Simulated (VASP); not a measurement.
The system is Ga2P3.

```
Ga P
1.0
     3.59458    0.00000    0.00000
    -1.79729    3.11300    0.00000
     0.00000    0.00000    8.29630
Ga P
2 3
Direct
  0.33333 0.66667 0.16819
  0.66667 0.33333 0.83181
  0.00000 0.00000 0.00000
  0.33333 0.66667 0.57081
  0.66667 0.33333 0.42919
```

| Property | Result |
| --- | --- |
| Program | VASP 6.6.1 |
| Task | relaxation of cell and atoms |
| Functional | PBE |
| Potentials or basis | VASP PAW PBE potentials, release 64 (Ga_d, P) |
| Cutoff | 600 eV |
| k mesh | 12 × 12 × 6 |
| Occupations | gaussian, width 0.1 eV |
| Spin | no spin polarisation |

At the start: pressure 0.0 GPa; volume 18.57 Å³/atom.

Task: Where does the relaxation end?

Result: Over 8 steps the energy falls by 3.3 meV/atom and the volume is 18.47 Å³/atom (-0.5 %); space group P-3m1 (No. 164, to 0.1 Å) before and after.

Step by step:
```tsv
step	energy change (eV)	largest force (eV/Å)	pressure (GPa)	volume (Å³)
1	0.0000	0.2631	0.05	92.84
2	-0.0116	0.1263	-0.24	92.90
3	-0.0154	0.0319	-0.45	92.96
4	-0.0155	0.0332	-0.46	92.96
5	-0.0162	0.0341	0.17	92.12
6	-0.0164	0.0144	-0.01	92.38
7	-0.0164	0.0133	-0.04	92.39
8	-0.0165	0.0083	0.01	92.36
```

Final structure:
```yaml
crystal:
  lattice:
    - [3.56230, 0.00000, 0.00000]
    - [-1.78115, 3.08504, 0.00000]
    - [0.00000, 0.00000, 8.40420]
  atoms:
    - { symbol: Ga, position: [0.33333, 0.66667, 0.16717] }
    - { symbol: Ga, position: [0.66667, 0.33333, 0.83283] }
    - { symbol: P, position: [0.00000, 0.00000, 0.00000] }
    - { symbol: P, position: [0.33333, 0.66667, 0.57376] }
    - { symbol: P, position: [0.66667, 0.33333, 0.42624] }
```
